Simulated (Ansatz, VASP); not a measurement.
## TaN: VASP beside Ansatz

INCAR

```
PREC = Accurate
ENCUT = 520
EDIFF = 1E-7
ISMEAR = 1
SIGMA = 0.15
LREAL = F
LASPH = T
NELM = 80
ALGO = Normal
ISIF = 2
LWAVE = F
LCHARG = T
GGA = PS
LELF = T
LVHAR = T
NBANDS = 33
```

The input KPOINTS:

```
regular mesh
0
Gamma
  5 5 8
```

Contents of POSCAR:

```
TaN
1.0
    5.1208427511      0.0000000000      0.0000000000
   -2.5604213756      4.4347800385      0.0000000000
    0.0000000000      0.0000000000      2.8686978849
Ta N
3 3
Direct
    0.0000000000      0.0000000000      0.0000000000
    0.3333333333      0.6666666667      0.5000000000
    0.6666666667      0.3333333333      0.5000000000
    0.5000000000      0.0000000000      0.0000000000
    0.5000000000      0.5000000000      0.0000000000
    0.0000000000      0.5000000000      0.0000000000
```

Input for Ansatz:

```yaml
crystal:
  lattice:
    - [5.120842751139788, 0.0, 0.0]
    - [-2.560421375569894, 4.434780038484581, 0.0]
    - [0.0, 0.0, 2.868697884861203]
  atoms:
    - { symbol: Ta, position: [0.0, 0.0, 0.0] }
    - { symbol: Ta, position: [0.3333333333333333, 0.6666666666666666, 0.5] }
    - { symbol: Ta, position: [0.6666666666666666, 0.3333333333333333, 0.5] }
    - { symbol: "N", position: [0.5, 0.0, 0.0] }
    - { symbol: "N", position: [0.5, 0.5, 0.0] }
    - { symbol: "N", position: [0.0, 0.5, 0.0] }
basis:
  ecutwfc: 517.016338673772
kpoints:
  mp_grid:
    grid: [5, 5, 8]
hamiltonian:
  xc: pbesol
scf:
  occupations:
    method: methfessel_paxton
    width: 0.15
output:
  stress: true
```

Alike in both runs: task single point; functional PBEsol; k mesh 5 × 5 × 8; occupations methfessel-paxton of order 1, width 0.15 eV; no spin polarisation.

```csv
,VASP,Ansatz
version,VASP 6.6.1,Ansatz 0.2.0
potentials or method,"VASP PAW PBE potentials, release 64 (Ta_pv, N), cutoff 520 eV","plane waves, PAW"
valence electrons in the cell,48,54
```

Ansatz gave:

| Item | Value |
| --- | --- |
| pressure (GPa) | 15.4 |
| traceless stress, the component that is largest in VASP (GPa) | 3.29 |

Problem. Which values does VASP return?

Solution. Pressure (GPa): 16.6; traceless stress, the component that is largest in VASP (GPa): 3.54.

VASP's potentials were made for PBE, not for PBEsol. VASP's potentials hold 48 valence electrons a cell and Ansatz's 54, so a difference there can come from the potentials and not from the codes.

Neither program's run includes spin-orbit coupling.
